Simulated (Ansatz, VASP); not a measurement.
## InAs in VASP and in Ansatz

INCAR

```
SYSTEM = InAs
ALGO     = Normal         ! electronic algorithm
EDIFF    = 1E-6           ! SCF threshold, eV
ENCUT    = 520            ! plane-wave cutoff, eV
ISIF     = 2              ! what is computed and relaxed
ISMEAR   = 0              ! smearing method
LASPH    = .True.         ! aspherical terms in the spheres
LCHARG   = .False.        ! write CHGCAR
LREAL    = .False.        ! projectors in reciprocal space
LWAVE    = .False.        ! write WAVECAR
NBANDS   = 16             ! bands
NELM     = 60             ! most SCF steps
PREC     = Accurate       ! precision mode
SIGMA    = 0.15           ! smearing width, eV
```

Contents of KPOINTS:

```
k-points
0
Gamma
  14 14 14
  0 0 0
```

File POSCAR:

```
InAs
1.0
    0.0000000000      2.8773040000      3.1074883200
    2.8773040000      0.0000000000      3.1074883200
    2.8773040000      2.8773040000      0.0000000000
In As
1 1
Direct
    0.5000000000      0.5000000000      0.5000000000
    0.0000000000      0.0000000000      0.0000000000
```

Input for Ansatz:

```yaml
crystal:
  lattice:
    - [0.0, 2.877304, 3.10748832]
    - [2.877304, 0.0, 3.10748832]
    - [2.877304, 2.877304, 0.0]
  atoms:
    - { symbol: In, position: [0.5, 0.5, 0.5] }
    - { symbol: As, position: [0.0, 0.0, 0.0] }
basis:
  ecutwfc: 420
kpoints:
  mp_grid: { grid: [14, 14, 14] }
hamiltonian:
  xc: lda
scf:
  occupations: { method: gaussian, width: 0.15 }
output:
  forces: true
  stress: true
  eigenvalues: true
```

Change from the starting cell: strain +0.000 along x and y, +0.080 along z, atoms carried along.

Alike in both runs: task single point; functional LDA; k mesh 14 × 14 × 14; occupations gaussian, width 0.15 eV; no spin polarisation.

|  | VASP | Ansatz |
| --- | --- | --- |
| version | VASP 6.6.1 | Ansatz 0.2.0 |
| potentials or method | VASP PAW LDA potentials, release 64 (In_d, As), cutoff 520 eV | scalar-relativistic, plane waves, PAW |
| valence electrons in the cell | 18 | 28 |

Ansatz gave:

* gap on the k mesh at the Fermi level (eV): none
* pressure (GPa): -7.7
* traceless stress, the component that is largest in VASP (GPa): -2.01

Question: What did VASP give for the same quantities?

Answer: gap on the k mesh at the Fermi level (eV): none; pressure (GPa): -7.6; traceless stress, the component that is largest in VASP (GPa): -2.05.

LDA's correlation is that of Perdew and Zunger in VASP and of Perdew and Wang (1992) in Ansatz. A gap of «none» marks a metal or a gap that the smearing closes. VASP's potentials hold 18 valence electrons a cell and Ansatz's 28, so a difference there can come from the potentials and not from the codes.
